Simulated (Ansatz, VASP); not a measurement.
**TiCo3 in VASP and in Ansatz**

Contents of INCAR:

```
ALGO = Normal ; EDIFF = 1E-6
ENCUT = 520 ; GGA = PS
ISIF = 2 ; ISMEAR = 0
ISPIN = 2 ; LASPH = T
LCHARG = F ; LMAXMIX = 4
LORBIT = 11 ; LREAL = F
LWAVE = F ; MAGMOM = -0.42 1.21 1.21 1.21
NBANDS = 32 ; NELM = 150
PREC = Accurate ; SIGMA = 0.2
```

The input KPOINTS:

```
k-points
0
Gamma
  6 6 6
```

File POSCAR:

```
TiCo3
1.0
    3.6140000000      0.0000000000      0.0000000000
    0.0000000000      3.6140000000      0.0000000000
    0.0000000000      0.0000000000      3.6140000000
Ti Co
1 3
Direct
    0.0000000000      0.0000000000      0.0000000000
    0.0000000000      0.5000000000      0.5000000000
    0.5000000000      0.0000000000      0.5000000000
    0.5000000000      0.5000000000      0.0000000000
```

Input for Ansatz:

```yaml
crystal:
  lattice:
    - [3.614, 0.0, 0.0]
    - [0.0, 3.614, 0.0]
    - [0.0, 0.0, 3.614]
  atoms:
    - { symbol: Ti, position: [0.0, 0.0, 0.0], spin: -0.42 }
    - { symbol: Co, position: [0.0, 0.5, 0.5], spin: 1.21 }
    - { symbol: Co, position: [0.5, 0.0, 0.5], spin: 1.21 }
    - { symbol: Co, position: [0.5, 0.5, 0.0], spin: 1.21 }
basis:
  ecutwfc: 420
kpoints:
  mp_grid: { grid: [6, 6, 6] }
hamiltonian:
  xc: pbesol
scf:
  occupations: { method: gaussian, width: 0.2 }
output:
  forces: true
  stress: true
  eigenvalues: true
  populations: true
magnetization:
  spin_polarized: true
```

Alike in both runs: task single point; functional PBEsol; k mesh 6 × 6 × 6; occupations gaussian, width 0.2 eV; collinear spin.

|  | VASP | Ansatz |
| --- | --- | --- |
| version | VASP 6.6.1 | Ansatz 0.2.0 |
| potentials or method | VASP PAW PBE potentials, release 64 (Ti_sv, Co), cutoff 520 eV | scalar-relativistic, plane waves, PAW |
| valence electrons in the cell | 39 | 63 |

VASP gave:

```
gap on the k mesh at the Fermi level (eV)                     : none
pressure (GPa)                                                : -15.1
net moment per atom (μB)                                      : 0.00
size of the moment on the site where the two differ most (μB) : 0.00
```

What did Ansatz give for the same quantities?

gap on the k mesh at the Fermi level (eV): none; pressure (GPa): -10.3; net moment per atom (μB): 0.66; size of the moment on the site where the two differ most (μB): 1.08.

The net moments are unlike, so the other rows may belong to different states. VASP's potentials were made for PBE, not for PBEsol. Site moments also hang on the region over which each program counts them. A gap of «none» marks a metal or a gap that the smearing closes. VASP's potentials hold 39 valence electrons a cell and Ansatz's 63, so a difference there can come from the potentials and not from the codes.
